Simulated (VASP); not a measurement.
Input of a VASP 6.6.1 run:

File INCAR:

```
PREC     = Accurate       # precision mode
ENCUT    = 520            # plane-wave cutoff, eV
EDIFF    = 1E-7           # SCF threshold, eV
ISMEAR   = -1             # smearing method
SIGMA    = 0.08           # smearing width, eV
LREAL    = F              # projectors in reciprocal space
LASPH    = T              # aspherical terms in the spheres
NELM     = 80             # most SCF steps
ALGO     = Normal         # electronic algorithm
ISIF     = 2              # what is computed and relaxed
LWAVE    = F              # write WAVECAR
LCHARG   = F              # write CHGCAR
GGA      = PE             # functional
NBANDS   = 18             # bands
```

The input KPOINTS:

```
Automatic mesh
0
Gamma
  13 13 7
```

Contents of POSCAR:

```
La
1.0
    2.9544917316      0.0000000000      0.0000000000
   -1.4772458658      2.5586648949      0.0000000000
    0.0000000000      0.0000000000      4.9847571243
La
2
Direct
    0.3333333333      0.6666666667      0.2500000000
    0.6666666667      0.3333333333      0.7500000000
```

Potentials or basis: VASP PAW PBE potentials, release 64 (La).

Run with:

```bash
$ cat potpaw_PBE.64/La/POTCAR > POTCAR
$ mpirun -np 1 vasp_std > vasp.out
```

Question: Estimate the band gap on the k mesh.

Answer: Zero (bands 11 and 12 overlap by 3.28 eV).

Question: What does it give for the pressure?

Answer: 52.7 GPa.

Caveat: the cell stands under pressure; spin-orbit coupling is left out, which moves the levels of the heavy elements.
